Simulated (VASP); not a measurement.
# Se (Fd-3m) in VASP: single point with LDA

Aim: the single point of Se with LDA.

All numbers are computed with VASP 6.6.1; they aren't measurements. Logs are shortened: lines on timing, memory, paths and dates and some standing lists are left out, and cuts for length are marked.

## Step 1: The cell of the first run

The structure is cubic, space group Fd-3m (No. 227). Conventional cell: a = 6.251 Å, b = 6.251 Å, c = 6.251 Å, α = 90.00°, β = 90.00°, γ = 90.00°. Within 3.6 Å of Se (site symmetry -43m) lie 4 Se at 2.71 Å.

## Step 2: Single point, LDA

Contents of INCAR:

```
SYSTEM = Se
ALGO = Normal
EDIFF = 1E-7
ENCUT = 520
GGA = CA
ISIF = 2
ISMEAR = 0
LASPH = .True.
LCHARG = .True.
LELF = .True.
LREAL = .False.
LVHAR = .True.
LWAVE = .False.
NBANDS = 13
NELM = 60
PREC = Accurate
SIGMA = 0.1
```

Contents of KPOINTS:

```
k-points
0
Gamma
  6 6 6
  0 0 0
```

Contents of POSCAR:

```
Se
1.0
    0.0000000000      3.1255665700      3.1255665700
    3.1255665700      0.0000000000      3.1255665700
    3.1255665700      3.1255665700      0.0000000000
Se
2
Direct
    0.5000000000      0.5000000000      0.5000000000
    0.7500000000      0.7500000000      0.7500000000
```

Potentials or basis: VASP PAW LDA potentials, release 64 (Se).

Command:

```
$ cat potpaw_LDA.64/Se/POTCAR > POTCAR
$ mpirun -np 1 vasp_std > vasp.out
```

OUTCAR:

```text
SYSTEM = Se
   EDIFF = 1E-7
   ENCUT = 520
   GGA = CA
   ISIF = 2
   ISMEAR = 0
   LASPH = .True.
   LREAL = .False.
   NELM = 60
   PREC = Accurate

 ion  position               nearest neighbor table
   1  0.500  0.500  0.500-   2 2.71   2 2.71   2 2.71   2 2.71
   2  0.750  0.750  0.750-   1 2.71   1 2.71   1 2.71   1 2.71

  LATTYP: Found a face centered cubic cell.
 ALAT       =     6.2511331400

  Lattice vectors:

 A1 = (   0.0000000000,   3.1255665700,   3.1255665700)
 A2 = (   3.1255665700,   0.0000000000,   3.1255665700)
 A3 = (   3.1255665700,   3.1255665700,   0.0000000000)

Analysis of symmetry for initial positions (statically):
=====================================================================
 Subroutine PRICEL returns:
 Original cell was already a primitive cell.

 Routine SETGRP: Setting up the symmetry group for a
 face centered cubic supercell.

 Subroutine GETGRP returns: Found 48 space group operations
 (whereof 24 operations were pure point group operations)
 out of a pool of 48 trial point group operations.

The static configuration has the point symmetry T_d .
 The point group associated with its full space group is O_h .

Analysis of symmetry for dynamics (positions and initial velocities):
=====================================================================
 Subroutine PRICEL returns:
 Original cell was already a primitive cell.

 Routine SETGRP: Setting up the symmetry group for a
 face centered cubic supercell.

 Subroutine GETGRP returns: Found 48 space group operations
 (whereof 24 operations were pure point group operations)
 out of a pool of 48 trial point group operations.

The dynamic configuration has the point symmetry T_d .
 The point group associated with its full space group is O_h .

 Subroutine INISYM returns: Found 48 space group operations
 (whereof 24 operations are pure point group operations),
 and found     1 'primitive' translations

----------------------------------------------------------------------------------------

                                     Primitive cell

  volume of cell :      61.0684

  direct lattice vectors                    reciprocal lattice vectors
     0.000000000  3.125566570  3.125566570    -0.159970997  0.159970997  0.159970997
     3.125566570  0.000000000  3.125566570     0.159970997 -0.159970997  0.159970997
     3.125566570  3.125566570  0.000000000     0.159970997  0.159970997 -0.159970997

  length of vectors
     4.420218633  4.420218633  4.420218633     0.277077894  0.277077894  0.277077894

  position of ions in fractional coordinates (direct lattice)
     0.500000000  0.500000000  0.500000000
     0.750000000  0.750000000  0.750000000

  ion indices of the primitive-cell ions
   primitive index   ion index
                 1           1
                 2           2

----------------------------------------------------------------------------------------

 KPOINTS: k-points

Automatic generation of k-mesh.
 Grid dimensions read from file:
 generate k-points for:    6    6    6

 Generating k-lattice:

  Cartesian coordinates                     Fractional coordinates (reciprocal lattice)
    -0.026661833  0.026661833  0.026661833     0.166666667  0.000000000  0.000000000
     0.026661833 -0.026661833  0.026661833     0.000000000  0.166666667  0.000000000
     0.026661833  0.026661833 -0.026661833     0.000000000  0.000000000  0.166666667

  Length of vectors
     0.046179649  0.046179649  0.046179649

  Shift w.r.t. Gamma in fractional coordinates (k-lattice)
     0.000000000  0.000000000  0.000000000

 Subroutine IBZKPT returns following result:
 ===========================================

 Found     16 irreducible k-points:

 Following reciprocal coordinates:
            Coordinates               Weight
  0.000000  0.000000  0.000000      1.000000
  0.166667  0.000000  0.000000      8.000000
  0.333333  0.000000  0.000000      8.000000
  0.500000  0.000000  0.000000      4.000000
  0.166667  0.166667  0.000000      6.000000
  0.333333  0.166667  0.000000     24.000000
[... 8 lines left out ...]
 -0.333333  0.333333  0.166667     24.000000
 -0.333333  0.500000  0.166667     12.000000
   k-points           NKPTS =     16   k-points in BZ     NKDIM =     16   number of bands    NBANDS=     13
   number of dos      NEDOS =    301   number of ions     NIONS =      2
   total plane-waves  NPLWV =  46656
   dimension x,y,z NGX =    36 NGY =   36 NGZ =   36
   dimension x,y,z NGXF=    72 NGYF=   72 NGZF=   72
   ions per type =               2
   NGX,Y,Z   is equivalent  to a cutoff of  13.54, 13.54, 13.54 a.u.
   NGXF,Y,Z  is equivalent  to a cutoff of  27.08, 27.08, 27.08 a.u.
 SYSTEM =  Se
   PREC   = accura    normal or accurate (medium, high low for compatibility)
   ISTART =      0    job   : 0-new  1-cont  2-samecut
   ICHARG =      2    charge: 1-file 2-atom 10-const
   ISPIN  =      1    spin polarized calculation?
   LNONCOLLINEAR =      F non collinear calculations
   LSORBIT =      F    spin-orbit coupling
   LASPH  =      T    aspherical Exc in radial PAW
   ENCUT  =  520.0 eV  38.22 Ry    6.18 a.u.   8.22  8.22  8.22*2*pi/ulx,y,z
   NELM   =     60;   NELMIN=  2; NELMDL= -5     # of ELM steps
   EDIFF  = 0.1E-06   stopping-criterion for ELM
   LREAL  =      F    real-space projection
   EDIFFG = 0.1E-05   stopping-criterion for IOM
   NSW    =      0    number of steps for IOM
   IBRION =     -1    ionic relax: 0-MD 1-quasi-New 2-CG
   NFREE  =      0    steps in history (QN), initial steepest desc. (CG)
   ISIF   =      2    stress and relaxation
   ISYM   =      2    0-nonsym 1-usesym 2-fastsym
   POTIM  = 0.5000    time-step for ionic-motion
   TEBEG  =    0.0;   TEEND  =   0.0 temperature during run
   PSTRESS=    0.0 pullay stress
   NELECT =      12.0000    total number of electrons
   NUPDOWN=      -1.0000    fix difference up-down
   EMIN   =  10.00;   EMAX   =-10.00  energy-range for DOS
   EFERMI =   0.00;   METHOD = LEGACY
   ISMEAR =     0;   SIGMA  =   0.10  broadening in eV -4-tet -1-fermi 0-gaus
   EFERMI_NEDOS =   21; number of points for ismear=-14 and -15
   IALGO  =     38    algorithm
   IMIX   =      4    mixing-type and parameters
     AMIX     =   0.40;   BMIX     =  1.00
     AMIX_MAG =   1.60;   BMIX_MAG =  1.00
  volume/ion in A,a.u.               =      30.53       206.05
  Fermi-wavevector in a.u.,A,eV,Ry     =   0.951765  1.798575 12.324933  0.905857
  Thomas-Fermi vector in A             =   2.080266
   LORBIT       =      0    0 simple, 1 ext, 2 COOP (PROOUT), +10 PAW based schemes
   GGA     = CA    functional components
   LHFCALC =     F    Hartree Fock is set to
   AEXX    =    0.0000 exact exchange contribution
   IVDW    =     0    specifies the selected vdW correction
   LEPSILON=     F    determine dielectric tensor
   LRPA    =     F    only Hartree local field effects (RPA)
 non-spin polarized calculation
 Gauss-broadening in eV      SIGMA  =   0.10
  energy-cutoff  :      520.00
  volume of cell :       61.07
 maximum number of plane-waves:      1676
 NGX is ok and might be reduce to    36
   NGX = 17   NGY = 17   NGZ = 17

 number of electron      11.9999997 magnetization

 Free energy of the ion-electron system (eV)
  ---------------------------------------------------
  ext. energy  EPLUGINS =         0.00000000
  ---------------------------------------------------
  free energy    TOTEN  =        -7.20329175 eV

  energy without entropy =       -7.19607684  energy(sigma->0) =       -7.19968429

 E-fermi :   2.2780     XC(G=0):  -8.6656

 val. band max:        2.1211285444   @ k =   0.5000   0.1667   0.0000
 cond. band min:       2.3234443659   @ k =   0.1667   0.1667   0.0000
 fundamental gap:      0.2023158215
 Fermi energy:         2.2780139080

 k-point     1 :       0.0000    0.0000    0.0000
  band No.  band energies     occupation
      1     -13.2103      2.00000
      2      -7.8964      2.00000
      3      -1.2184      2.00000
      4      -1.2184      2.00000
      5      -1.2184      2.00000
      6       1.4790      2.00000
      7       1.4790      2.00000
      8       1.4790      2.00000
      9       6.3648      0.00000
     10       9.8877      0.00000
     11       9.8877      0.00000
     12      11.6998      0.00000
     13      11.6998      0.00000

 k-point     2 :       0.1667    0.0000    0.0000
  band No.  band energies     occupation
      1     -13.0244      2.00000
      2      -8.3529      2.00000
      3      -1.4497      2.00000
      4      -1.4497      2.00000
      5      -1.3630      2.00000
      6       1.8277      2.00000
      7       1.8277      2.00000
      8       1.8667      2.00000
      9       7.2186      0.00000
     10       9.3209      0.00000
     11       9.3209      0.00000
     12      11.0637      0.00000
     13      13.1813      0.00000

 k-point     3 :       0.3333    0.0000    0.0000
  band No.  band energies     occupation
      1     -12.5448      2.00000
      2      -9.3033      2.00000
      3      -1.8001      2.00000
      4      -1.8001      2.00000
      5      -1.7511      2.00000
      6       2.3669      0.20888
      7       2.3669      0.20888
      8       3.1232      0.00000
      9       8.2786      0.00000
     10       9.4038      0.00000
     11       9.4038      0.00000
     12      10.5029      0.00000
     13      13.6083      0.00000
[... 177 lines left out ...]
 k-point    15 :      -0.3333    0.3333    0.1667
  band No.  band energies     occupation
      1     -11.6738      2.00000
      2     -10.5029      2.00000
      3      -3.1535      2.00000
      4      -2.5469      2.00000
      5       0.2088      2.00000
      6       1.8455      2.00000
      7       3.5741      0.00000
      8       3.7266      0.00000
      9       7.7066      0.00000
     10       8.7209      0.00000
     11      10.6079      0.00000
     12      12.1453      0.00000
     13      13.5488      0.00000

 k-point    16 :      -0.3333    0.5000    0.1667
  band No.  band energies     occupation
      1     -11.1120      2.00000
      2     -11.1120      2.00000
      3      -2.9383      2.00000
      4      -2.9383      2.00000
      5       0.8715      2.00000
      6       0.8715      2.00000
      7       3.9825      0.00000
      8       3.9825      0.00000
      9       8.1608      0.00000
     10       8.1608      0.00000
     11      11.7148      0.00000
     12      11.7148      0.00000
     13      14.9335      0.00000

------------------------ aborting loop because EDIFF is reached ----------------------------------------

  FORCE on cell =-STRESS in cart. coord.  units (eV):
  Direction    XX          YY          ZZ          XY          YZ          ZX
  --------------------------------------------------------------------------------------
  -------------------------------------------------------------------------------------
  Total       -0.6362803     -0.6362803     -0.6362803      0.0000000      0.0000000      0.0000000
  in kB      -16.6933234    -16.6933234    -16.6933234      0.0000000      0.0000000      0.0000000
  external PRESSURE =     -16.6933234 kB  Pullay stress =       0.0000000 kB

 VOLUME and BASIS-vectors are now :
 -----------------------------------------------------------------------------
  energy-cutoff  :      520.00
  volume of cell :       61.07
      direct lattice vectors                 reciprocal lattice vectors
     0.000000000  3.125566570  3.125566570    -0.159970997  0.159970997  0.159970997
     3.125566570  0.000000000  3.125566570     0.159970997 -0.159970997  0.159970997
     3.125566570  3.125566570  0.000000000     0.159970997  0.159970997 -0.159970997

 POSITION                                       TOTAL-FORCE (eV/Angst)
 -----------------------------------------------------------------------------------
      3.12557      3.12557      3.12557        -0.000000     -0.000000     -0.000000
      4.68835      4.68835      4.68835         0.000000      0.000000      0.000000
 -----------------------------------------------------------------------------------
    total drift:                                0.000000      0.000000      0.000000

  FREE ENERGIE OF THE ION-ELECTRON SYSTEM (eV)
  ---------------------------------------------------
  free  energy   TOTEN  =        -7.2032917475 eV

  energy  without entropy=       -7.1960768385  energy(sigma->0) =       -7.19968429
```

Wall time 23 s (1 thread of Intel Xeon 6975P-C, shared host); peak memory 0.16 GiB.

What came out:

```yaml
Free_energy: -7.2033 eV
Pressure: -1.7 GPa
Band_gap_on_the_k_mesh: zero (band 6 reaches 2.57 eV, above the bottom of band 7 at 1.48 eV)
```
